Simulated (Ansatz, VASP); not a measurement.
## Two plane-wave programs on C2SO2

```
O C S
1.0
     7.50666    0.00000    0.00000
     0.00000    7.50666    0.00000
     0.00000    0.00000    7.50666
O C S
6 6 3
Direct
  0.72269 0.57946 0.97695
  0.97758 0.05292 0.49589
  0.33298 0.33085 0.57609
  0.96250 0.45641 0.62100
  0.74968 0.08033 0.84995
  0.34425 0.00575 0.31298
  0.65457 0.55467 0.11331
  0.06238 0.98581 0.60619
  0.32391 0.33789 0.73013
  0.91696 0.59142 0.57301
  0.68828 0.19381 0.77282
  0.41366 0.96844 0.18504
  0.56312 0.51880 0.29621
  0.17508 0.89618 0.75568
  0.31074 0.34664 0.93693
```

Alike in both runs: functional LDA; k mesh 1 × 1 × 1; occupations fermi-dirac, width 0.02 eV; no spin polarisation.

Ansatz relaxed the structure, and its values are those at the end. VASP's run is a single point on that final structure, the one shown.

|  | VASP | Ansatz |
| --- | --- | --- |
| version | VASP 6.6.1 | Ansatz 0.2.0 |
| potentials or method | VASP PAW LDA potentials, release 64 (O_h, C_h, S), cutoff 1000 eV | scalar-relativistic, plane waves, PAW |
| valence electrons in the cell | 78 | 78 |

|  | VASP | Ansatz | Ansatz less VASP |
| --- | --- | --- | --- |
| rms of the force components (eV/Å) | 0.159 | 0.065 | -0.0943 |

LDA's correlation is that of Perdew and Zunger in VASP and of Perdew and Wang (1992) in Ansatz. One of these differences is far larger than is usual between the two programs; its cause wasn't traced.
